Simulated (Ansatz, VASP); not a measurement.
Two plane-wave programs on BN

File INCAR:

```
SYSTEM = BN
PREC = Accurate
ENCUT = 520
EDIFF = 1E-6
ISMEAR = 0
SIGMA = 0.05
LREAL = .False.
LASPH = .True.
NELM = 80
ALGO = Normal
ISIF = 2
LWAVE = .False.
LCHARG = .True.
GGA = PE
LELF = .True.
LVHAR = .True.
NBANDS = 16
```

The input KPOINTS:

```
regular mesh
0
Gamma
  12 12 6
  0 0 0
```

POSCAR

```
BN
1.0
    2.3623941316      0.0000000000      0.0000000000
   -1.1811970658      2.0458933317      0.0000000000
    0.0000000000      0.0000000000      4.2268550000
B N
2 2
Direct
    0.6666666667      0.3333333333      0.9997240000
    0.3333333333      0.6666666667      0.4997240000
    0.6666666667      0.3333333333      0.6252760000
    0.3333333333      0.6666666667      0.1252760000
```

Input for Ansatz:

```yaml
crystal:
  lattice:
    - [2.3623941316, 0.0, 0.0]
    - [-1.1811970658, 2.0458933317, 0.0]
    - [0.0, 0.0, 4.226855]
  atoms:
    - { symbol: B, position: [0.6666666667, 0.3333333333, 0.999724] }
    - { symbol: B, position: [0.3333333333, 0.6666666667, 0.499724] }
    - { symbol: "N", position: [0.6666666667, 0.3333333333, 0.625276] }
    - { symbol: "N", position: [0.3333333333, 0.6666666667, 0.125276] }
basis:
  ecutwfc: 420
kpoints:
  mp_grid: { grid: [12, 12, 6] }
hamiltonian:
  xc: pbe
scf:
  occupations: { method: gaussian, width: 0.05 }
output:
  forces: true
  stress: true
  eigenvalues: true
```

Change from the starting cell: strain -0.0750 x Voigt [1, 1, 0, 0, 0, 0], atoms carried along.

Alike in both runs: task single point; functional PBE; k mesh 12 × 12 × 6; occupations gaussian, width 0.05 eV; no spin polarisation.

|  | VASP | Ansatz |
| --- | --- | --- |
| version | VASP 6.6.1 | Ansatz 0.2.0 |
| potentials or method | VASP PAW PBE potentials, release 64 (B, N), cutoff 520 eV | scalar-relativistic, plane waves, PAW |
| valence electrons in the cell | 16 | 16 |

VASP gave:

* gap on the k mesh at the Fermi level (eV): 4.52
* least direct gap on the mesh (eV): 6.60
* pressure (GPa): 81.2
* traceless stress, the component that is largest in VASP (GPa): -69.54
* rms of the force components (eV/Å): 0.343

Problem. Estimate Ansatz's values.

Solution. gap on the k mesh at the Fermi level (eV): 4.55; least direct gap on the mesh (eV): 6.61; pressure (GPa): 80.5; traceless stress, the component that is largest in VASP (GPa): -69.12; rms of the force components (eV/Å): 0.334.

Atom by atom the forces differ by 0.009 eV/Å (rms over components). Both programs put the cell under a high pressure, so it lies far from rest at this level. With one functional, cell and mesh, what is left measures potentials, basis and numerics.

Noted on VASP's run: the cell as given lies far from equilibrium.
